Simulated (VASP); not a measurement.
A run of VASP 6.6.1:

File INCAR:

```
PREC = Accurate
ENCUT = 520
EDIFF = 1E-8
ISMEAR = -1
SIGMA = 0.02
LREAL = False
LASPH = True
NELM = 60
ALGO = Normal
ISIF = 2
LWAVE = False
LCHARG = False
GGA = PS
LEFG = True
NBANDS = 11
```

The input KPOINTS:

```
regular mesh
0
Gamma
  11 11 11
```

POSCAR

```
NaH
1.0
    0.0000000000      2.3704049298      2.3704049298
    2.3704049298      0.0000000000      2.3704049298
    2.3704049298      2.3704049298      0.0000000000
Na H
1 1
Direct
    0.0000000000      0.0000000000      0.0000000000
    0.5000000000      0.5000000000      0.5000000000
```

Potentials or basis: VASP PAW PBE potentials, release 64 (Na_pv, H).

Command:

```bash
$ cat potpaw_PBE.64/Na_pv/POTCAR potpaw_PBE.64/H/POTCAR > POTCAR
$ mpirun -np 1 vasp_std > vasp.out
```

Hardware: 1 thread of AMD EPYC 7R13 Processor (Zen 3), on a shared host.

Estimate the wall time of this run.

It took 16 s on 1 thread of AMD EPYC 7R13 Processor (Zen 3), with other jobs on the host, peak memory 0.12 GiB. Counts: scf iterations 13, k points 56.
